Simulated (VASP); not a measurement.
Set up this calculation in VASP 6.6.1, as the native input.

```yaml
Task: electric field gradients
Functional: r2SCAN
Potentials_or_basis: VASP PAW PBE potentials, release 64 (Sn_d)
Cutoff: 520 eV
k_mesh: 9 × 9 × 9
Occupations: fermi-dirac, width 0.08 eV
Spin: no spin polarisation
Dipole_correction: no
Further_INCAR_settings: ALGO = Normal; EDIFF = 1e-08; NBANDS = 21
```

Sn:

```xyz
2
Lattice="0.0000 3.3388 3.3388 3.3388 0.0000 3.3388 3.3388 3.3388 0.0000" Properties=species:S:1:pos:R:3 pbc="T T T"
Sn    3.3388    3.3388    3.3388
Sn    5.0083    5.0083    5.0083
```

This cell differs from its parent crystal: volume scaled by 1.05.

One way to write it, as run:

POSCAR

```
Sn
1.0
    0.0000000000      3.3388488159      3.3388488159
    3.3388488159      0.0000000000      3.3388488159
    3.3388488159      3.3388488159      0.0000000000
Sn
2
Direct
    0.5000000000      0.5000000000      0.5000000000
    0.7500000000      0.7500000000      0.7500000000
```

INCAR.step1

```
SYSTEM = Sn
PREC = Accurate
ENCUT = 520
ISMEAR = -1
SIGMA = 0.08
LREAL = .False.
LASPH = .True.
NELM = 60
NBANDS = 21
GGA = PE
ALGO = Normal
EDIFF = 1E-4
LWAVE = .True.
LCHARG = .False.
```

INCAR.step2

```
SYSTEM = Sn
PREC = Accurate
ENCUT = 520
EDIFF = 1E-8
ISMEAR = -1
SIGMA = 0.08
LREAL = .False.
LASPH = .True.
NELM = 60
ALGO = Normal
ISIF = 2
LWAVE = .False.
LCHARG = .False.
METAGGA = R2SCAN
LMIXTAU = .True.
LEFG = .True.
NBANDS = 21
ISTART = 1
```

KPOINTS

```
Automatic mesh
0
Gamma
  9 9 9
  0 0 0
```

Potentials or basis: VASP PAW PBE potentials, release 64 (Sn_d).

The run is started by

```sh
$ cat potpaw_PBE.64/Sn_d/POTCAR > POTCAR
$ cp INCAR.step1 INCAR
$ mpirun -np 1 vasp_std > vasp.out
$ cp INCAR.step2 INCAR
$ mpirun -np 1 vasp_std > vasp.out
```

It gave:

```
Pressure               : -1.9 GPa
Band gap on the k mesh : zero (band 14 reaches 4.71 eV, above the bottom of band 15 at 4.68 eV)
```

Caveat: without QUAD_EFG the Cq values of the log hold for a quadrupole moment of 1 mb, not for the nuclei; the PAW data sets were made with another functional, which shifts forces and pressure a little; spin-orbit coupling is left out, which moves the levels of the heavy elements.

Wall time 4.6 min on 1 thread of Intel(R) Xeon(R) Platinum 8259CL CPU @ 2.50GHz (Skylake/Cascade Lake), with other jobs on the host, peak memory 0.23 GiB.
